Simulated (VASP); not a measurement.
Crystal: InAs.

```
In As
1.0
     0.00000    3.05459    3.05459
     3.05459    0.00000    3.05459
     3.05459    3.05459    0.00000
In As
1 1
Direct
  0.00000 0.00000 0.00000
  0.25000 0.25000 0.25000
```

Base run:

```yaml
Program: VASP 6.6.1
Functional: r2SCAN
Potentials_or_basis: VASP PAW PBE potentials, release 64 (In_d, As)
Cutoff: 550 eV
k_mesh: 6 × 6 × 6
Occupations: fermi-dirac, width 0.02 eV
Spin: no spin polarisation
```

Its results: band gap on the k mesh 0.08 eV; pressure 0.0 GPa.

**Question.** The run is repeated on the same cell with these changes: functional from r2SCAN to PBE; cutoff from 550 eV to 500 eV; occupations from fermi-dirac, width 0.02 eV to methfessel-paxton, width 0.001 eV. What comes out?

**Answer.** Band gap on the k mesh zero (filled and empty bands touch); pressure 2.1 GPa.

Caveats: spin-orbit coupling is left out, which moves the levels of the heavy elements; the PAW data sets were made with another functional, which shifts forces and pressure a little (at least some runs); semilocal functionals underestimate gaps, so a narrow gap can read as zero (at least some runs).

